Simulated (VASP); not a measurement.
A run of VASP 6.6.1:

The input INCAR:

```
SYSTEM = Al3Ag
PREC = Accurate
ENCUT = 520
EDIFF = 1E-6
ISMEAR = 1
SIGMA = 0.05
LREAL = .False.
LASPH = .True.
NELM = 60
ALGO = Normal
ISIF = 2
LWAVE = .False.
LCHARG = .False.
GGA = PS
NBANDS = 18
```

The input KPOINTS:

```
Automatic mesh
0
Gamma
  11 11 11
  0 0 0
```

File POSCAR:

```
Al3Ag
1.0
    4.0333224485      0.0000000000      0.0000000000
    0.0000000000      4.0333224485      0.0000000000
    0.0000000000      0.0000000000      4.0333224485
Al Ag
3 1
Direct
    0.0000000000      0.5000000000      0.5000000000
    0.5000000000      0.0000000000      0.5000000000
    0.5000000000      0.5000000000      0.0000000000
    0.0000000000      0.0000000000      0.0000000000
```

Potentials or basis: VASP PAW PBE potentials, release 64 (Al, Ag).

Run with:

```sh
$ cat potpaw_PBE.64/Al/POTCAR potpaw_PBE.64/Ag/POTCAR > POTCAR
$ mpirun -np 1 vasp_std > vasp.out
```

Hardware: 1 thread of AMD EPYC 7R43 64-Core Processor (Zen 3) (shared host).

Question: How long does it take, and how much memory?

Answer: Wall time 42 s on 1 thread of AMD EPYC 7R43 64-Core Processor (Zen 3), on a shared host, peak memory 0.17 GiB. Counts: scf iterations 13, k points 56.
